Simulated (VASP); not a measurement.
# ZnS (I-4m2) in VASP: further runs

ZnS is run at these levels: r2SCAN; tasks: single point.

All numbers are computed with VASP 6.6.1; they aren't measurements. Logs are shortened: lines on timing, memory, paths and dates and some standing lists are left out, and cuts for length are marked.

### 1 The cell of the first run

The structure is tetragonal, space group I-4m2 (No. 119). Conventional cell: a = 3.710 Å, b = 3.710 Å, c = 5.409 Å, α = 90.00°, β = 90.00°, γ = 90.00°. Within 3.0 Å of Zn (site symmetry -4m2) lie 4 S at 2.30 Å. S (site symmetry -4m2) has 4 Zn at 2.30 Å within 3.0 Å.

### 2 Single point, r2SCAN (strain -0.030 along x and y, +0.000 along z)

Contents of POSCAR:

```
ZnS
1.0
    0.0000000000      2.6235105000      2.7046500000
    2.6235105000      0.0000000000      2.7046500000
    2.6235105000      2.6235105000      0.0000000000
Zn S
1 1
Direct
    0.0000000000      0.0000000000      0.0000000000
    0.7500000000      0.7500000000      0.7500000000
```

Contents of INCAR.step1:

```
SYSTEM = ZnS
PREC = Accurate
ENCUT = 520
ISMEAR = 0
SIGMA = 0.05
LREAL = .False.
LASPH = .True.
NELM = 100
NBANDS = 16
GGA = PE
ALGO = Normal
EDIFF = 1E-4
LWAVE = .True.
LCHARG = .False.
```

Contents of INCAR.step2:

```
SYSTEM = ZnS
PREC = Accurate
ENCUT = 520
EDIFF = 1E-6
ISMEAR = 0
SIGMA = 0.05
LREAL = .False.
LASPH = .True.
NELM = 100
ALGO = Normal
ISIF = 2
LWAVE = .False.
LCHARG = .True.
METAGGA = R2SCAN
LMIXTAU = .True.
LELF = .True.
LVHAR = .True.
NBANDS = 16
ISTART = 1
```

Contents of KPOINTS:

```
Automatic mesh
0
Gamma
  8 8 8
  0 0 0
```

Potentials or basis: VASP PAW PBE potentials, release 64 (Zn, S).

Run with:

```bash
$ cat potpaw_PBE.64/Zn/POTCAR potpaw_PBE.64/S/POTCAR > POTCAR
$ cp INCAR.step1 INCAR
$ mpirun -np 1 vasp_std > vasp.out
$ cp INCAR.step2 INCAR
$ mpirun -np 1 vasp_std > vasp.out
```

OUTCAR:

```text
SYSTEM = ZnS
   PREC = Accurate
   ENCUT = 520
   EDIFF = 1E-6
   ISMEAR = 0
   LREAL = .False.
   LASPH = .True.
   NELM = 100
   ISIF = 2
   METAGGA = R2SCAN
   ISTART = 1

 ion  position               nearest neighbor table
   1  0.000  0.000  0.000-   2 2.30   2 2.30   2 2.30   2 2.30
   2  0.750  0.750  0.750-   1 2.30   1 2.30   1 2.30   1 2.30

  LATTYP: Found a body centered tetragonal cell.
 ALAT       =     3.7102041301
 C/A-ratio  =     1.4579521262

  Lattice vectors:

 A1 = (  -2.6235105000,   0.0000000000,   2.7046500000)
 A2 = (   2.6235105000,   0.0000000000,   2.7046500000)
 A3 = (   0.0000000000,   2.6235105000,  -2.7046500000)

Analysis of symmetry for initial positions (statically):
=====================================================================
 Subroutine PRICEL returns:
 Original cell was already a primitive cell.

 Routine SETGRP: Setting up the symmetry group for a
 body centered tetragonal supercell.

 Subroutine GETGRP returns: Found  8 space group operations
 (whereof  8 operations were pure point group operations)
 out of a pool of 16 trial point group operations.

The static configuration has the point symmetry D_2d.

Analysis of symmetry for dynamics (positions and initial velocities):
=====================================================================
 Subroutine PRICEL returns:
 Original cell was already a primitive cell.

 Routine SETGRP: Setting up the symmetry group for a
 body centered tetragonal supercell.

 Subroutine GETGRP returns: Found  8 space group operations
 (whereof  8 operations were pure point group operations)
 out of a pool of 16 trial point group operations.

The dynamic configuration has the point symmetry D_2d.

 Subroutine INISYM returns: Found  8 space group operations
 (whereof  8 operations are pure point group operations),
 and found     1 'primitive' translations

----------------------------------------------------------------------------------------

                                     Primitive cell

  volume of cell :      37.2312

  direct lattice vectors                    reciprocal lattice vectors
     0.000000000  2.623510500  2.704650000    -0.190584333  0.190584333  0.184866803
     2.623510500  0.000000000  2.704650000     0.190584333 -0.190584333  0.184866803
     2.623510500  2.623510500  0.000000000     0.190584333  0.190584333 -0.184866803

  length of vectors
     3.768015256  3.768015256  3.710204130     0.326834073  0.326834073  0.326834073

  position of ions in fractional coordinates (direct lattice)
     0.000000000  0.000000000  0.000000000
     0.750000000  0.750000000  0.750000000

  ion indices of the primitive-cell ions
   primitive index   ion index
                 1           1
                 2           2

----------------------------------------------------------------------------------------

 KPOINTS: Automatic mesh

Automatic generation of k-mesh.
 Grid dimensions read from file:
 generate k-points for:    8    8    8

 Generating k-lattice:

  Cartesian coordinates                     Fractional coordinates (reciprocal lattice)
    -0.023823042  0.023823042  0.023108350     0.125000000 -0.000000000  0.000000000
     0.023823042 -0.023823042  0.023108350    -0.000000000  0.125000000  0.000000000
     0.023823042  0.023823042 -0.023108350     0.000000000  0.000000000  0.125000000

  Length of vectors
     0.040854259  0.040854259  0.040854259

  Shift w.r.t. Gamma in fractional coordinates (k-lattice)
     0.000000000  0.000000000  0.000000000

 Subroutine IBZKPT returns following result:
 ===========================================

 Found     59 irreducible k-points:

 Following reciprocal coordinates:
            Coordinates               Weight
  0.000000  0.000000  0.000000      1.000000
  0.125000 -0.000000  0.000000      8.000000
  0.250000 -0.000000  0.000000      8.000000
  0.375000  0.000000  0.000000      8.000000
  0.500000 -0.000000  0.000000      4.000000
  0.125000  0.125000  0.000000      2.000000
[... 16 lines left out ...]
  0.250000 -0.000000  0.125000     16.000000
  0.375000  0.000000  0.125000     16.000000
 [... further k-points ...]
   k-points           NKPTS =     59   k-points in BZ     NKDIM =     59   number of bands    NBANDS=     16
   number of dos      NEDOS =    301   number of ions     NIONS =      2
   total plane-waves  NPLWV =  21952
   dimension x,y,z NGX =    28 NGY =   28 NGZ =   28
   dimension x,y,z NGXF=    56 NGYF=   56 NGZF=   56
   ions per type =               1   1
   NGX,Y,Z   is equivalent  to a cutoff of  12.35, 12.35, 12.55 a.u.
   NGXF,Y,Z  is equivalent  to a cutoff of  24.71, 24.71, 25.09 a.u.
 SYSTEM =  ZnS
   PREC   = accura    normal or accurate (medium, high low for compatibility)
   ISTART =      1    job   : 0-new  1-cont  2-samecut
   ICHARG =      0    charge: 1-file 2-atom 10-const
   ISPIN  =      1    spin polarized calculation?
   LNONCOLLINEAR =      F non collinear calculations
   LSORBIT =      F    spin-orbit coupling
   LASPH  =      T    aspherical Exc in radial PAW
   ENCUT  =  520.0 eV  38.22 Ry    6.18 a.u.   7.01  7.01  6.90*2*pi/ulx,y,z
   NELM   =    100;   NELMIN=  2; NELMDL=  0     # of ELM steps
   EDIFF  = 0.1E-05   stopping-criterion for ELM
   LREAL  =      F    real-space projection
   EDIFFG = 0.1E-04   stopping-criterion for IOM
   NSW    =      0    number of steps for IOM
   IBRION =     -1    ionic relax: 0-MD 1-quasi-New 2-CG
   NFREE  =      0    steps in history (QN), initial steepest desc. (CG)
   ISIF   =      2    stress and relaxation
   ISYM   =      2    0-nonsym 1-usesym 2-fastsym
   POTIM  = 0.5000    time-step for ionic-motion
   TEBEG  =    0.0;   TEEND  =   0.0 temperature during run
   PSTRESS=    0.0 pullay stress
   NELECT =      18.0000    total number of electrons
   NUPDOWN=      -1.0000    fix difference up-down
   EMIN   =  10.00;   EMAX   =-10.00  energy-range for DOS
   EFERMI =   0.00;   METHOD = LEGACY
   ISMEAR =     0;   SIGMA  =   0.05  broadening in eV -4-tet -1-fermi 0-gaus
   EFERMI_NEDOS =   21; number of points for ismear=-14 and -15
   IALGO  =     38    algorithm
   IMIX   =      4    mixing-type and parameters
     AMIX     =   0.40;   BMIX     =  1.00
     AMIX_MAG =   1.60;   BMIX_MAG =  1.00
  volume/ion in A,a.u.               =      18.62       125.62
  Fermi-wavevector in a.u.,A,eV,Ry     =   1.284883  2.428076 22.462174  1.650923
  Thomas-Fermi vector in A             =   2.417050
   LORBIT       =      0    0 simple, 1 ext, 2 COOP (PROOUT), +10 PAW based schemes
   METAGGA = R2SCAN    functional components
   LHFCALC =     F    Hartree Fock is set to
   AEXX    =    0.0000 exact exchange contribution
   IVDW    =     0    specifies the selected vdW correction
   LEPSILON=     F    determine dielectric tensor
   LRPA    =     F    only Hartree local field effects (RPA)
 non-spin polarized calculation
 Gauss-broadening in eV      SIGMA  =   0.05
  energy-cutoff  :      520.00
  volume of cell :       37.23
 maximum number of plane-waves:      1018
   NGX = 13   NGY = 13   NGZ = 13

 number of electron      18.0000009 magnetization

 Free energy of the ion-electron system (eV)
  ---------------------------------------------------
  ext. energy  EPLUGINS =         0.00000000
  ---------------------------------------------------
  free energy    TOTEN  =       -18.83871263 eV

  energy without entropy =      -18.83871263  energy(sigma->0) =      -18.83871263

 E-fermi :   2.6419     XC(G=0): -10.5819

 val. band max:        2.4349352659   @ k =   0.0000   0.0000   0.0000
 cond. band min:       5.3420154366   @ k =   0.0000   0.0000   0.0000
 fundamental gap:      2.9070801707
 Fermi energy:         2.6419189766

 k-point     1 :       0.0000    0.0000    0.0000
  band No.  band energies     occupation
      1     -11.7144      2.00000
      2      -4.3690      2.00000
      3      -4.3487      2.00000
      4      -4.3487      2.00000
      5      -3.7387      2.00000
      6      -3.7279      2.00000
[... 8 lines left out ...]
     15      15.0342      0.00000
     16      15.3134      0.00000

 k-point     2 :       0.1250   -0.0000    0.0000
  band No.  band energies     occupation
      1     -11.5824      2.00000
      2      -4.3614      2.00000
      3      -4.3340      2.00000
      4      -4.3229      2.00000
      5      -3.7394      2.00000
      6      -3.7310      2.00000
[... 8 lines left out ...]
     15      14.3400      0.00000
     16      16.0782      0.00000

 k-point     3 :       0.2500   -0.0000    0.0000
  band No.  band energies     occupation
      1     -11.2361      2.00000
      2      -4.3194      2.00000
      3      -4.2814      2.00000
      4      -4.2651      2.00000
      5      -3.7319      2.00000
      6      -3.7311      2.00000
[... 8 lines left out ...]
     15      14.0190      0.00000
     16      15.4255      0.00000

 k-point     4 :       0.3750    0.0000    0.0000
  band No.  band energies     occupation
      1     -10.8394      2.00000
      2      -4.2453      2.00000
      3      -4.2169      2.00000
      4      -4.0894      2.00000
      5      -3.7168      2.00000
      6      -3.7073      2.00000
[... 8 lines left out ...]
     15      15.1398      0.00000
     16      15.3752      0.00000

 k-point     5 :       0.5000   -0.0000    0.0000
  band No.  band energies     occupation
      1     -10.6556      2.00000
      2      -4.2312      2.00000
      3      -4.2008      2.00000
      4      -3.7053      2.00000
      5      -3.6985      2.00000
      6      -3.5348      2.00000
[... 8 lines left out ...]
     15      16.4834      0.00000
     16      16.7185      0.00000

 k-point     6 :       0.1250    0.1250    0.0000
  band No.  band energies     occupation
      1     -11.5447      2.00000
      2      -4.3927      2.00000
      3      -4.3019      2.00000
      4      -4.3019      2.00000
      5      -3.7593      2.00000
      6      -3.7159      2.00000
[... 8 lines left out ...]
     15      15.2338      0.00000
     16      16.5865      0.00000

 k-point     7 :       0.2500    0.1250    0.0000
  band No.  band energies     occupation
      1     -11.2737      2.00000
      2      -4.3851      2.00000
      3      -4.2469      2.00000
      4      -4.2422      2.00000
      5      -3.7687      2.00000
      6      -3.7065      2.00000
[... 8 lines left out ...]
     15      15.1158      0.00000
     16      17.0661      0.00000

 k-point     8 :       0.3750    0.1250    0.0000
  band No.  band energies     occupation
      1     -10.8883      2.00000
      2      -4.2924      2.00000
      3      -4.1863      2.00000
      4      -4.1450      2.00000
      5      -3.7410      2.00000
      6      -3.6976      2.00000
[... 8 lines left out ...]
     15      15.8093      0.00000
     16      16.3152      0.00000

 k-point     9 :       0.5000    0.1250    0.0000
  band No.  band energies     occupation
      1     -10.6165      2.00000
      2      -4.2352      2.00000
      3      -4.1648      2.00000
      4      -3.8211      2.00000
      5      -3.7010      2.00000
      6      -3.6015      2.00000
[... 8 lines left out ...]
     15      16.5371      0.00000
     16      16.7924      0.00000
[... 172 lines left out ...]
 k-point    19 :       0.5000    0.3750    0.0000
  band No.  band energies     occupation
      1     -10.3942      2.00000
      2      -4.3737      2.00000
      3      -3.9775      2.00000
      4      -3.9505      2.00000
      5      -3.6622      2.00000
      6      -3.5597      2.00000
[... 8 lines left out ...]
     15      16.9465      0.00000
     16      18.2547      0.00000

 k-point    20 :      -0.3750    0.3750    0.0000
  band No.  band energies     occupation
      1     -10.3484      2.00000
      2      -4.2791      2.00000
      3      -4.0089      2.00000
      4      -3.8577      2.00000
      5      -3.6960      2.00000
      6      -3.3613      2.00000
[... 8 lines left out ...]
     15      15.6778      0.00000
     16      19.3193      0.00000

 k-point    21 :       0.5000    0.5000    0.0000
  band No.  band energies     occupation
      1     -10.3400      2.00000
      2      -4.4233      2.00000
      3      -3.9381      2.00000
      4      -3.9381      2.00000
      5      -3.6462      2.00000
      6      -3.5358      2.00000
[... 8 lines left out ...]
     15      16.9242      0.00000
     16      17.8533      0.00000

 k-point    22 :       0.1250    0.0000    0.1250
  band No.  band energies     occupation
      1     -11.5352      2.00000
      2      -4.3757      2.00000
      3      -4.3258      2.00000
      4      -4.3017      2.00000
      5      -3.7500      2.00000
      6      -3.7218      2.00000
[... 8 lines left out ...]
     15      14.8052      0.00000
     16      16.7430      0.00000

 k-point    23 :       0.2500   -0.0000    0.1250
  band No.  band energies     occupation
      1     -11.2567      2.00000
      2      -4.3736      2.00000
      3      -4.2696      2.00000
      4      -4.2420      2.00000
      5      -3.7596      2.00000
      6      -3.7084      2.00000
[... 8 lines left out ...]
     15      14.8633      0.00000
     16      16.9928      0.00000

 k-point    24 :       0.3750    0.0000    0.1250
  band No.  band energies     occupation
      1     -10.8702      2.00000
      2      -4.2779      2.00000
      3      -4.2083      2.00000
      4      -4.1509      2.00000
      5      -3.7332      2.00000
      6      -3.6912      2.00000
[... 8 lines left out ...]
     15      15.8046      0.00000
     16      16.4222      0.00000

 [... further k-points ...]
[... 5 lines left out ...]
  --------------------------------------------------------------------------------------
  -------------------------------------------------------------------------------------
  Total        1.1192660      1.1192660      0.8077666      0.0000000      0.0000000      0.0000000
  in kB       48.1656281     48.1656281     34.7608041      0.0000000      0.0000000      0.0000000
  external PRESSURE =      43.6973534 kB  Pullay stress =       0.0000000 kB

 VOLUME and BASIS-vectors are now :
 -----------------------------------------------------------------------------
  energy-cutoff  :      520.00
  volume of cell :       37.23
      direct lattice vectors                 reciprocal lattice vectors
     0.000000000  2.623510500  2.704650000    -0.190584333  0.190584333  0.184866803
     2.623510500  0.000000000  2.704650000     0.190584333 -0.190584333  0.184866803
     2.623510500  2.623510500  0.000000000     0.190584333  0.190584333 -0.184866803

 POSITION                                       TOTAL-FORCE (eV/Angst)
 -----------------------------------------------------------------------------------
      0.00000      0.00000      0.00000        -0.000000     -0.000000     -0.000000
      3.93527      3.93527      4.05697         0.000000      0.000000      0.000000
 -----------------------------------------------------------------------------------
    total drift:                               -0.000033     -0.000033      0.000015

  FREE ENERGIE OF THE ION-ELECTRON SYSTEM (eV)
  ---------------------------------------------------
  free  energy   TOTEN  =       -18.8387126332 eV

  energy  without entropy=      -18.8387126332  energy(sigma->0) =      -18.83871263
```

Run time: 2.5 min. Hardware: 1 thread of Intel Xeon Platinum 8259CL at 2.50GHz (Skylake/Cascade Lake), shared host; peak memory 0.18 GiB.

What came out:

* Free energy: -18.8387 eV
* Pressure: 4.4 GPa
* Band gap on the k mesh: 2.91 eV, direct

Levels at points of the mesh, in eV from the valence-band top:
| k point | band 5 | band 6 | band 7 | band 8 | band 9 | band 10 | band 11 | band 12 | band 13 | band 14 |
| --- | --- | --- | --- | --- | --- | --- | --- | --- | --- | --- |
| (0.00, 0.00, 0.00) | -6.17 | -6.16 | -0.12 | 0.00 | 0.00 | 2.91 | 6.81 | 6.82 | 6.82 | 12.02 |
| (0.50, 0.00, 0.00) | -6.13 | -5.97 | -5.82 | -1.11 | -0.92 | 3.87 | 7.19 | 7.46 | 9.61 | 13.13 |
| (0.50, 0.50, 0.00) | -6.08 | -5.97 | -5.01 | -2.43 | -2.43 | 3.68 | 4.63 | 11.93 | 13.24 | 13.24 |
| (0.50, 0.00, 0.50) | -6.08 | -5.91 | -4.83 | -2.64 | -2.56 | 3.50 | 4.32 | 12.31 | 13.01 | 13.21 |

Caveat: the cell differs from its parent crystal (strain -0.030 along x and y, +0.000 along z); the PAW data sets were made with another functional, which shifts forces and pressure a little.

### 3 Single point, r2SCAN (strain -0.015 along x and y, -0.030 along z)

Contents of POSCAR:

```
ZnS
1.0
    0.0000000000      2.6640802500      2.6235105000
    2.6640802500      0.0000000000      2.6235105000
    2.6640802500      2.6640802500      0.0000000000
Zn S
1 1
Direct
    0.0000000000      0.0000000000      0.0000000000
    0.7500000000      0.7500000000      0.7500000000
```

Edit INCAR.step1 of step 2 so:

```diff
@@ -7,3 +7,3 @@
 LASPH = .True.
-NELM = 100
+NELM = 80
 NBANDS = 16
```

Contents of INCAR.step2:

```
SYSTEM = ZnS
PREC = Accurate
ENCUT = 520
EDIFF = 1E-7
ISMEAR = 0
SIGMA = 0.05
LREAL = .False.
LASPH = .True.
NELM = 80
ALGO = Normal
ISIF = 2
LWAVE = .False.
LCHARG = .False.
METAGGA = R2SCAN
LMIXTAU = .True.
NBANDS = 16
ISTART = 1
```

KPOINTS is that of step 2.

Potentials or basis: VASP PAW PBE potentials, release 64 (Zn, S).

Run with:

```bash
$ cat potpaw_PBE.64/Zn/POTCAR potpaw_PBE.64/S/POTCAR > POTCAR
$ cp INCAR.step1 INCAR
$ mpirun -np 1 vasp_std > vasp.out
$ cp INCAR.step2 INCAR
$ mpirun -np 1 vasp_std > vasp.out
```

Run time: 3 min. Hardware: 1 thread of Intel Xeon Platinum 8259CL at 2.50GHz (Skylake/Cascade Lake), shared host; peak memory 0.18 GiB.

The run converged. Its results:

| Property | Result |
| --- | --- |
| Free energy | -18.8413 eV |
| Pressure | 4.3 GPa |
| Band gap on the k mesh | 2.91 eV, direct |

Stress tensor (GPa, compression positive):
```
4.13 0.00 0.00
0.00 4.13 0.00
0.00 0.00 4.79
```

Levels at points of the mesh, in eV from the valence-band top:
| k point | band 6 | band 7 | band 8 | band 9 | band 10 | band 11 | band 12 | band 13 |
| --- | --- | --- | --- | --- | --- | --- | --- | --- |
| (0.00, 0.00, 0.00) | -6.16 | -0.06 | -0.06 | 0.00 | 2.91 | 6.81 | 6.81 | 6.82 |
| (0.50, 0.00, 0.00) | -5.97 | -5.82 | -1.06 | -0.97 | 3.89 | 7.24 | 7.39 | 9.60 |
| (0.50, 0.50, 0.00) | -5.91 | -4.82 | -2.60 | -2.60 | 3.50 | 4.32 | 12.32 | 13.17 |
| (0.50, 0.00, 0.50) | -5.94 | -4.92 | -2.53 | -2.49 | 3.59 | 4.48 | 12.13 | 13.14 |

Caveat: the cell differs from its parent crystal (strain -0.015 along x and y, -0.030 along z); the PAW data sets were made with another functional, which shifts forces and pressure a little.
